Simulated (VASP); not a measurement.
Here is a VASP 6.6.1 calculation.

The input INCAR:

```
SYSTEM = Zr
PREC = Accurate
ENCUT = 520
EDIFF = 1E-6
ISMEAR = -1
SIGMA = 0.1
LREAL = .False.
LASPH = .True.
NELM = 60
ALGO = Normal
ISIF = 2
LWAVE = .False.
LCHARG = .False.
GGA = PS
NBANDS = 19
```

KPOINTS

```
regular mesh
0
Gamma
  19 19 10
  0 0 0
```

The input POSCAR:

```
Zr
1.0
    3.0965391419      0.0000000000      0.0000000000
   -1.5482695709      2.6816815607      0.0000000000
    0.0000000000      0.0000000000      4.9782753182
Zr
2
Direct
    0.3333333333      0.6666666667      0.2500000000
    0.6666666667      0.3333333333      0.7500000000
```

Potentials or basis: VASP PAW PBE potentials, release 64 (Zr_sv).

Command:

```bash
$ cat potpaw_PBE.64/Zr_sv/POTCAR > POTCAR
$ mpirun -np 1 vasp_std > vasp.out
```

Task: What does it give for the band gap on the k mesh?

Result: Zero (bands 12 and 13 overlap by 1.28 eV).

Task: Estimate the pressure.

Result: 9.5 GPa.

Stress tensor (GPa, compression positive):
```
 9.07  0.00  0.00
 0.00  9.07  0.00
 0.00  0.00 10.40
```

Caveat: the cell stands under pressure; the PAW data sets were made with another functional, which shifts forces and pressure a little.
